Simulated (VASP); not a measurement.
# Mo (I4/mmm) in VASP: a series of runs

The runs below take Mo through single point, with PBE.

Everything below comes from runs of VASP 6.6.1. Logs are shortened: lines on timing, memory, paths and dates and some standing lists are left out, and cuts for length are marked.

## Step 1: The cell of the first run

It takes space group I4/mmm (No. 139, tetragonal). The conventional cell has a = 3.142 Å, b = 3.142 Å, c = 2.953 Å, α = 90.00°, β = 90.00°, γ = 90.00°. Mo (site symmetry 4/mmm) has 14 Mo at 2.67 to 3.14 Å within 3.5 Å.

## Step 2: Single point, PBE (strain -0.0600 x Voigt [1, 0, 0, 0, 0, 0])

Contents of INCAR:

```
PREC = Accurate
ENCUT = 520
EDIFF = 1E-6
ISMEAR = 0
SIGMA = 0.15
LREAL = F
LASPH = T
NELM = 80
ALGO = Fast
ISIF = 2
LWAVE = F
LCHARG = T
GGA = PE
LELF = T
LVHAR = T
NBANDS = 13
```

Contents of KPOINTS:

```
regular mesh
0
Gamma
  22 22 22
```

Contents of POSCAR:

```
Mo
1.0
   -1.4767400000      1.5710000000      1.5710000000
    1.4767400000     -1.5710000000      1.5710000000
    1.4767400000      1.5710000000     -1.5710000000
Mo
1
Direct
    0.0000000000      0.0000000000      0.0000000000
```

Potentials or basis: VASP PAW PBE potentials, release 64 (Mo_sv).

The run is started by

```sh
cat potpaw_PBE.64/Mo_sv/POTCAR > POTCAR
mpirun -np 1 vasp_std > vasp.out
```

OUTCAR:

```text
PREC = Accurate
   ENCUT = 520
   EDIFF = 1E-6
   ISMEAR = 0
   LREAL = F
   LASPH = T
   NELM = 80
   ISIF = 2
   GGA = PE

 ion  position               nearest neighbor table
   1  0.000  0.000  0.000-

  LATTYP: Found a body centered tetragonal cell.
 ALAT       =     3.1420000000
 C/A-ratio  =     0.9400000000

  Lattice vectors:

 A1 = (  -1.4767400000,   1.5710000000,  -1.5710000000)
 A2 = (  -1.4767400000,  -1.5710000000,   1.5710000000)
 A3 = (   1.4767400000,   1.5710000000,   1.5710000000)

Analysis of symmetry for initial positions (statically):
=====================================================================
 Subroutine PRICEL returns:
 Original cell was already a primitive cell.

 Routine SETGRP: Setting up the symmetry group for a
 body centered tetragonal supercell.

 Subroutine GETGRP returns: Found 16 space group operations
 (whereof 16 operations were pure point group operations)
 out of a pool of 16 trial point group operations.

The static configuration has the point symmetry D_4h.

Analysis of symmetry for dynamics (positions and initial velocities):
=====================================================================
 Subroutine PRICEL returns:
 Original cell was already a primitive cell.

 Routine SETGRP: Setting up the symmetry group for a
 body centered tetragonal supercell.

 Subroutine GETGRP returns: Found 16 space group operations
 (whereof 16 operations were pure point group operations)
 out of a pool of 16 trial point group operations.

The dynamic configuration has the point symmetry D_4h.

 Subroutine INISYM returns: Found 16 space group operations
 (whereof 16 operations are pure point group operations),
 and found     1 'primitive' translations

----------------------------------------------------------------------------------------

                                     Primitive cell

  volume of cell :      14.5786

  direct lattice vectors                    reciprocal lattice vectors
    -1.476740000  1.571000000  1.571000000     0.000000000  0.318268619  0.318268619
     1.476740000 -1.571000000  1.571000000     0.338583637  0.000000000  0.318268619
     1.476740000  1.571000000 -1.571000000     0.338583637  0.318268619  0.000000000

  length of vectors
     2.667741185  2.667741185  2.667741185     0.450099797  0.464686769  0.464686769

  position of ions in fractional coordinates (direct lattice)
     0.000000000  0.000000000  0.000000000

  ion indices of the primitive-cell ions
   primitive index   ion index
                 1           1

----------------------------------------------------------------------------------------

 KPOINTS: regular mesh

Automatic generation of k-mesh.
 Grid dimensions read from file:
 generate k-points for:   22   22   22

 Generating k-lattice:

  Cartesian coordinates                     Fractional coordinates (reciprocal lattice)
     0.000000000  0.014466755  0.014466755     0.045454545  0.000000000  0.000000000
     0.015390165  0.000000000  0.014466755     0.000000000  0.045454545 -0.000000000
     0.015390165  0.014466755  0.000000000     0.000000000 -0.000000000  0.045454545

  Length of vectors
     0.020459082  0.021122126  0.021122126

  Shift w.r.t. Gamma in fractional coordinates (k-lattice)
     0.000000000  0.000000000  0.000000000

 Subroutine IBZKPT returns following result:
 ===========================================

 Found    834 irreducible k-points:

 Following reciprocal coordinates:
            Coordinates               Weight
  0.000000  0.000000  0.000000      1.000000
  0.045455  0.000000  0.000000      4.000000
  0.090909  0.000000  0.000000      4.000000
  0.136364  0.000000  0.000000      4.000000
  0.181818  0.000000  0.000000      4.000000
  0.227273  0.000000  0.000000      4.000000
[... 16 lines left out ...]
  0.454545  0.045455  0.000000     16.000000
 -0.000000  0.090909  0.000000      8.000000
 [... further k-points ...]
   k-points           NKPTS =    834   k-points in BZ     NKDIM =    834   number of bands    NBANDS=     13
   number of dos      NEDOS =    301   number of ions     NIONS =      1
   total plane-waves  NPLWV =   8000
   dimension x,y,z NGX =    20 NGY =   20 NGZ =   20
   dimension x,y,z NGXF=    40 NGYF=   40 NGZF=   40
   ions per type =               1
   NGX,Y,Z   is equivalent  to a cutoff of  12.46, 12.46, 12.46 a.u.
   NGXF,Y,Z  is equivalent  to a cutoff of  24.93, 24.93, 24.93 a.u.
 SYSTEM =  unknown system
   PREC   = accura    normal or accurate (medium, high low for compatibility)
   ISTART =      0    job   : 0-new  1-cont  2-samecut
   ICHARG =      2    charge: 1-file 2-atom 10-const
   ISPIN  =      1    spin polarized calculation?
   LNONCOLLINEAR =      F non collinear calculations
   LSORBIT =      F    spin-orbit coupling
   LASPH  =      T    aspherical Exc in radial PAW
   ENCUT  =  520.0 eV  38.22 Ry    6.18 a.u.   4.96  4.96  4.96*2*pi/ulx,y,z
   NELM   =     80;   NELMIN=  2; NELMDL= -5     # of ELM steps
   EDIFF  = 0.1E-05   stopping-criterion for ELM
   LREAL  =      F    real-space projection
   EDIFFG = 0.1E-04   stopping-criterion for IOM
   NSW    =      0    number of steps for IOM
   IBRION =     -1    ionic relax: 0-MD 1-quasi-New 2-CG
   NFREE  =      0    steps in history (QN), initial steepest desc. (CG)
   ISIF   =      2    stress and relaxation
   ISYM   =      2    0-nonsym 1-usesym 2-fastsym
   POTIM  = 0.5000    time-step for ionic-motion
   TEBEG  =    0.0;   TEEND  =   0.0 temperature during run
   PSTRESS=    0.0 pullay stress
   NELECT =      14.0000    total number of electrons
   NUPDOWN=      -1.0000    fix difference up-down
   EMIN   =  10.00;   EMAX   =-10.00  energy-range for DOS
   EFERMI =   0.00;   METHOD = LEGACY
   ISMEAR =     0;   SIGMA  =   0.15  broadening in eV -4-tet -1-fermi 0-gaus
   EFERMI_NEDOS =   21; number of points for ismear=-14 and -15
   IALGO  =     68    algorithm
   IMIX   =      4    mixing-type and parameters
     AMIX     =   0.40;   BMIX     =  1.00
     AMIX_MAG =   1.60;   BMIX_MAG =  1.00
  volume/ion in A,a.u.               =      14.58        98.38
  Fermi-wavevector in a.u.,A,eV,Ry     =   1.615147  3.052185 35.493514  2.608700
  Thomas-Fermi vector in A             =   2.709942
   LORBIT       =      0    0 simple, 1 ext, 2 COOP (PROOUT), +10 PAW based schemes
   GGA     = PE    functional components
   LHFCALC =     F    Hartree Fock is set to
   AEXX    =    0.0000 exact exchange contribution
   IVDW    =     0    specifies the selected vdW correction
   LEPSILON=     F    determine dielectric tensor
   LRPA    =     F    only Hartree local field effects (RPA)
 non-spin polarized calculation
 RMM-DIIS sequential band-by-band and
 Gauss-broadening in eV      SIGMA  =   0.15
  energy-cutoff  :      520.00
  volume of cell :       14.58
 maximum number of plane-waves:       409
   NGX =  9   NGY =  9   NGZ =  9

 number of electron      14.0000002 magnetization

 Free energy of the ion-electron system (eV)
  ---------------------------------------------------
  ext. energy  EPLUGINS =         0.00000000
  ---------------------------------------------------
  free energy    TOTEN  =       -10.80473651 eV

  energy without entropy =      -10.79768407  energy(sigma->0) =      -10.80121029

 E-fermi :  13.7595     XC(G=0): -13.7867

 val. band max:       13.7573557906   @ k =  -0.1818   0.2273   0.0909
 cond. band min:      13.7614523643   @ k =   0.3182  -0.2727   0.2273
 fundamental gap:      0.0040965737
 Fermi energy:        13.7594844308

 k-point     1 :       0.0000    0.0000    0.0000
  band No.  band energies     occupation
      1     -47.5451      2.00000
      2     -20.6421      2.00000
      3     -20.6420      2.00000
      4     -20.6069      2.00000
      5       6.3018      2.00000
      6      11.7453      2.00000
      7      12.5553      2.00000
      8      12.5553      2.00000
      9      14.9644      0.00000
     10      16.0256      0.00000
     11      28.3002      0.00000
     12      28.3002      0.00000
     13      29.5923      0.00000

 k-point     2 :       0.0455    0.0000    0.0000
  band No.  band energies     occupation
      1     -47.5385      2.00000
      2     -20.6804      2.00000
      3     -20.6414      2.00000
      4     -20.6172      2.00000
      5       6.3976      2.00000
      6      11.7491      2.00000
      7      12.5057      2.00000
      8      12.6454      2.00000
      9      14.8791      0.00000
     10      16.0118      0.00000
     11      28.3799      0.00000
     12      28.5112      0.00000
     13      29.7478      0.00000

 k-point     3 :       0.0909    0.0000    0.0000
  band No.  band energies     occupation
      1     -47.5193      2.00000
      2     -20.7914      2.00000
      3     -20.6472      2.00000
      4     -20.6394      2.00000
      5       6.6742      2.00000
      6      11.7536      2.00000
      7      12.3641      2.00000
      8      12.9130      2.00000
      9      14.6665      0.00000
     10      15.9747      0.00000
     11      28.5897      0.00000
     12      29.0809      0.00000
     13      30.2060      0.00000
[... 305 lines left out ...]
 k-point    23 :       0.4545    0.0455    0.0000
  band No.  band energies     occupation
      1     -47.2098      2.00000
      2     -22.3695      2.00000
      3     -21.1065      2.00000
      4     -20.6244      2.00000
      5       8.1596      2.00000
      6      10.6103      2.00000
      7      14.7339      0.00000
      8      14.9969      0.00000
      9      16.2476      0.00000
     10      19.0203      0.00000
     11      26.0587      0.00000
     12      26.2188      0.00000
     13      32.8087      0.00000

 k-point    24 :      -0.0000    0.0909    0.0000
  band No.  band energies     occupation
      1     -47.5173      2.00000
      2     -20.7742      2.00000
      3     -20.6890      2.00000
      4     -20.6287      2.00000
      5       6.7007      2.00000
      6      11.7391      2.00000
      7      12.4701      2.00000
      8      12.6933      2.00000
      9      14.9468      0.00000
     10      15.7719      0.00000
     11      28.8943      0.00000
     12      28.9983      0.00000
     13      30.0513      0.00000

 [... further k-points ...]

------------------------ aborting loop because EDIFF is reached ----------------------------------------

  FORCE on cell =-STRESS in cart. coord.  units (eV):
  Direction    XX          YY          ZZ          XY          YZ          ZX
  --------------------------------------------------------------------------------------
  -------------------------------------------------------------------------------------
  Total        3.6878844      1.6657144      1.6657144     -0.0000000      0.0000000      0.0000000
  in kB      405.2952211    183.0605352    183.0605352     -0.0000000      0.0000000      0.0000000
  external PRESSURE =     257.1387638 kB  Pullay stress =       0.0000000 kB

 VOLUME and BASIS-vectors are now :
 -----------------------------------------------------------------------------
  energy-cutoff  :      520.00
  volume of cell :       14.58
      direct lattice vectors                 reciprocal lattice vectors
    -1.476740000  1.571000000  1.571000000     0.000000000  0.318268619  0.318268619
     1.476740000 -1.571000000  1.571000000     0.338583637  0.000000000  0.318268619
     1.476740000  1.571000000 -1.571000000     0.338583637  0.318268619  0.000000000

 POSITION                                       TOTAL-FORCE (eV/Angst)
 -----------------------------------------------------------------------------------
      0.00000      0.00000      0.00000         0.000000     -0.000000      0.000000
 -----------------------------------------------------------------------------------
    total drift:                                0.000000      0.000000      0.000000

  FREE ENERGIE OF THE ION-ELECTRON SYSTEM (eV)
  ---------------------------------------------------
  free  energy   TOTEN  =       -10.8047365097 eV

  energy  without entropy=      -10.7976840693  energy(sigma->0) =      -10.80121029
```

Wall time 96 s (1 thread of Intel Xeon Platinum 8488C (Sapphire Rapids), shared host); peak memory 0.25 GiB.

What came out:

```
Free energy            : -10.8047 eV
Pressure               : 25.7 GPa
Band gap on the k mesh : zero (band 7 reaches 18.08 eV, above the bottom of band 8 at 12.35 eV)
```

Caveat: the cell differs from its parent crystal (strain -0.0600 x Voigt [1, 0, 0, 0, 0, 0]).

## Step 3: Single point, PBE (strain -0.0450 x Voigt [1, 0, 0, 0, 0, 0])

Contents of INCAR:

```
SYSTEM = Mo
ALGO = Fast ; EDIFF = 1E-6
ENCUT = 520 ; GGA = PE
ISIF = 2 ; ISMEAR = 0
LASPH = .True. ; LCHARG = .True.
LELF = .True. ; LREAL = .False.
LVHAR = .True. ; LWAVE = .False.
NBANDS = 13 ; NELM = 60
PREC = Accurate ; SIGMA = 0.15
```

Contents of KPOINTS:

```
k-points
0
Gamma
  22 22 22
  0 0 0
```

Contents of POSCAR:

```
Mo
1.0
   -1.5003050000      1.5710000000      1.5710000000
    1.5003050000     -1.5710000000      1.5710000000
    1.5003050000      1.5710000000     -1.5710000000
Mo
1
Direct
    0.0000000000      0.0000000000      0.0000000000
```

Potentials or basis: VASP PAW PBE potentials, release 64 (Mo_sv).

The run is started by

```sh
cat potpaw_PBE.64/Mo_sv/POTCAR > POTCAR
mpirun -np 1 vasp_std > vasp.out
```

Run time: 94 s. Hardware: 1 thread of Intel Xeon Platinum 8488C (Sapphire Rapids), shared host; peak memory 0.25 GiB.

Results (log left out):

```yaml
Free_energy: -10.8565 eV
Pressure: 19.9 GPa
Band_gap_on_the_k_mesh: zero (band 7 reaches 17.73 eV, above the bottom of band 8 at 12.08 eV)
```

Stress tensor (GPa, compression positive):
```
30.67  0.00  0.00
 0.00 14.54  0.00
 0.00  0.00 14.54
```

Levels at points of the mesh, in eV from the Fermi level:
```csv
k point,band 5,band 6,band 7,band 8,band 9,band 10
"(0.00, 0.00, 0.00)",-7.41,-1.85,-1.26,-1.26,1.34,2.11
"(0.50, 0.00, 0.00)",-5.61,-3.25,1.31,1.58,2.25,5.05
"(0.00, 0.50, 0.00)",-5.69,-3.86,1.87,1.98,2.81,5.14
"(0.50, 0.50, 0.50)",-5.94,-5.81,4.24,4.24,4.41,9.09
```

Caveat: the cell differs from its parent crystal (strain -0.0450 x Voigt [1, 0, 0, 0, 0, 0]).

## Step 4: Single point, PBE (strain -0.0300 x Voigt [1, 0, 0, 0, 0, 0])

Contents of INCAR:

```
PREC = Accurate
ENCUT = 520
EDIFF = 1E-7
ISMEAR = 0
SIGMA = 0.15
LREAL = False
LASPH = True
NELM = 60
ALGO = Fast
ISIF = 2
LWAVE = False
LCHARG = False
GGA = PE
NBANDS = 13
```

Contents of KPOINTS:

```
regular mesh
0
Gamma
  22 22 22
```

Contents of POSCAR:

```
Mo
1.0
   -1.5238700000      1.5710000000      1.5710000000
    1.5238700000     -1.5710000000      1.5710000000
    1.5238700000      1.5710000000     -1.5710000000
Mo
1
Direct
    0.0000000000      0.0000000000      0.0000000000
```

Potentials or basis: VASP PAW PBE potentials, release 64 (Mo_sv).

The run is started by

```sh
cat potpaw_PBE.64/Mo_sv/POTCAR > POTCAR
mpirun -np 1 vasp_std > vasp.out
```

OUTCAR:

```text
PREC = Accurate
   ENCUT = 520
   EDIFF = 1E-7
   ISMEAR = 0
   LREAL = False
   LASPH = True
   NELM = 60
   ISIF = 2
   GGA = PE

 ion  position               nearest neighbor table
   1  0.000  0.000  0.000-

  LATTYP: Found a body centered tetragonal cell.
 ALAT       =     3.1420000000
 C/A-ratio  =     0.9700000000

  Lattice vectors:

 A1 = (  -1.5238700000,   1.5710000000,  -1.5710000000)
 A2 = (  -1.5238700000,  -1.5710000000,   1.5710000000)
 A3 = (   1.5238700000,   1.5710000000,   1.5710000000)
[... 563 lines left out ...]
     13      29.0692      0.00000

 [... further k-points ...]

------------------------ aborting loop because EDIFF is reached ----------------------------------------

  FORCE on cell =-STRESS in cart. coord.  units (eV):
  Direction    XX          YY          ZZ          XY          YZ          ZX
  --------------------------------------------------------------------------------------
  -------------------------------------------------------------------------------------
  Total        2.0147996      1.0490915      1.0490915      0.0000000      0.0000000     -0.0000000
  in kB      214.5765023    111.7284254    111.7284254      0.0000000      0.0000000     -0.0000000
  external PRESSURE =     146.0111177 kB  Pullay stress =       0.0000000 kB

 VOLUME and BASIS-vectors are now :
 -----------------------------------------------------------------------------
  energy-cutoff  :      520.00
  volume of cell :       15.04
      direct lattice vectors                 reciprocal lattice vectors
    -1.523870000  1.571000000  1.571000000     0.000000000  0.318268619  0.318268619
     1.523870000 -1.571000000  1.571000000     0.328111978  0.000000000  0.318268619
     1.523870000  1.571000000 -1.571000000     0.328111978  0.318268619  0.000000000

 POSITION                                       TOTAL-FORCE (eV/Angst)
 -----------------------------------------------------------------------------------
      0.00000      0.00000      0.00000         0.000000     -0.000000      0.000000
 -----------------------------------------------------------------------------------
    total drift:                                0.000000     -0.000000      0.000000

  FREE ENERGIE OF THE ION-ELECTRON SYSTEM (eV)
  ---------------------------------------------------
  free  energy   TOTEN  =       -10.8943040983 eV

  energy  without entropy=      -10.8873420278  energy(sigma->0) =      -10.89082306
```

OSZICAR:

```text
N       E                     dE             d eps       ncg     rms          rms(c)
DAV:   1     0.928267620335E+02    0.92827E+02   -0.80751E+03 21862   0.111E+03
DAV:   2    -0.103407740714E+02   -0.10317E+03   -0.99242E+02 25009   0.312E+02
DAV:   3    -0.115116772464E+02   -0.11709E+01   -0.11674E+01 24254   0.332E+01
DAV:   4    -0.115142854476E+02   -0.26082E-02   -0.26081E-02 24564   0.190E+00
DAV:   5    -0.115143015304E+02   -0.16083E-04   -0.16083E-04 24524   0.133E-01    0.160E+01
RMM:   6    -0.109755239085E+02    0.53878E+00   -0.62061E-01 21772   0.747E+00    0.505E+00
RMM:   7    -0.108971395254E+02    0.78384E-01   -0.19670E-01 22295   0.415E+00    0.979E-01
RMM:   8    -0.108944746005E+02    0.26649E-02   -0.99639E-03 24235   0.110E+00    0.146E-01
RMM:   9    -0.108943162308E+02    0.15837E-03   -0.10271E-03 24538   0.339E-01    0.484E-02
RMM:  10    -0.108943056346E+02    0.10596E-04   -0.16098E-04 25147   0.140E-01    0.128E-02
RMM:  11    -0.108943039709E+02    0.16638E-05   -0.15666E-05 25066   0.468E-02    0.158E-03
RMM:  12    -0.108943040044E+02   -0.33512E-07   -0.36830E-06 24422   0.185E-02    0.121E-03
RMM:  13    -0.108943042170E+02   -0.21258E-06   -0.49532E-07 19101   0.782E-03    0.698E-04
RMM:  14    -0.108943040902E+02    0.12671E-06   -0.16781E-07 15390   0.383E-03    0.317E-04
RMM:  15    -0.108943040983E+02   -0.80918E-08   -0.18181E-08 10314   0.139E-03
   1 F= -.10894304E+02 E0= -.10890823E+02  d E =-.696207E-02
```

Run time: 1.7 min. Hardware: 1 thread of Intel Xeon Platinum 8488C (Sapphire Rapids), shared host; peak memory 0.25 GiB.

What came out:

| Property | Result |
| --- | --- |
| Free energy | -10.8943 eV |
| Pressure | 14.6 GPa |
| Band gap on the k mesh | zero (band 7 reaches 17.39 eV, above the bottom of band 8 at 11.88 eV) |

Levels at points of the mesh, in eV from the Fermi level:
```csv
k point,band 3,band 4,band 5,band 6,band 7,band 8,band 9,band 10,band 11,band 12
"(0.00, 0.00, 0.00)",-34.46,-34.45,-7.36,-1.68,-1.31,-1.31,1.48,1.96,14.69,14.69
"(0.50, 0.00, 0.00)",-34.92,-34.45,-5.52,-3.32,1.46,1.61,2.29,4.97,12.05,12.11
"(0.00, 0.50, 0.00)",-34.97,-34.49,-5.58,-3.71,1.85,1.87,2.62,5.03,12.01,12.36
"(0.50, 0.50, 0.50)",-35.57,-35.47,-5.78,-5.70,4.17,4.17,4.28,9.10,9.10,9.91
```

Caveat: the cell differs from its parent crystal (strain -0.0300 x Voigt [1, 0, 0, 0, 0, 0]).

## Step 5: The runs side by side

| cell | further INCAR settings | gap on the mesh (eV) | pressure (GPa) |
| --- | --- | --- | --- |
| a = 2.668 Å, angles 112.8, 107.8, 107.8°, 1 atom | ALGO = Fast; EDIFF = 1e-06; NBANDS = 13 | none | 25.7 |
| a = 2.681 Å, angles 111.9, 108.3, 108.3°, 1 atom | ALGO = Fast; EDIFF = 1e-06; NBANDS = 13 | none | 19.9 |
| a = 2.694 Å, angles 111.1, 108.7, 108.7°, 1 atom | ALGO = Fast; EDIFF = 1e-07; NBANDS = 13 | none | 14.6 |

Alike in all rows: task single point; level PBE; potentials or basis VASP PAW PBE potentials, release 64 (Mo_sv); no spin polarisation; k mesh 22 × 22 × 22; cutoff (eV) 520; smearing gaussian 0.15 eV.

Total energies depend on the potentials used, so only differences within one code and one set of settings carry meaning.
